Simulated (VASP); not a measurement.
The system is BeS.

```xyz
2
Lattice="0.0000 2.3173 2.3173 2.3173 0.0000 2.3173 2.3173 2.3173 0.0000" Properties=species:S:1:pos:R:3 pbc="T T T"
Be    0.0000    0.0000    0.0000
S     2.3173    2.3173    2.3173
```

Base run:

| Quantity | Value |
| --- | --- |
| Program | VASP 6.6.1 |
| Functional | PBE |
| Potentials or basis | VASP PAW PBE potentials, release 64 (Be, S) |
| Cutoff | 520 eV |
| k mesh | 8 × 8 × 8 |
| Occupations | gaussian, width 0.01 eV |
| Spin | no spin polarisation |

Its results: band gap on the k mesh 1.00 eV, indirect (least direct gap 4.15 eV); pressure -0.4 GPa.

Problem. The run is repeated on the same cell with these changes: functional from PBE to r2SCAN; further incar settings from ALGO = Normal; EDIFF = 1e-07; NBANDS = 11 to ALGO = Normal; EDIFF = 1e-06; NBANDS = 11. What comes out?

Solution. Band gap on the k mesh 1.35 eV, indirect (least direct gap 4.60 eV); pressure 0.0 GPa.

Caveats: the PAW data sets were made with another functional, which shifts forces and pressure a little (some runs).

A k mesh can miss the band edges.
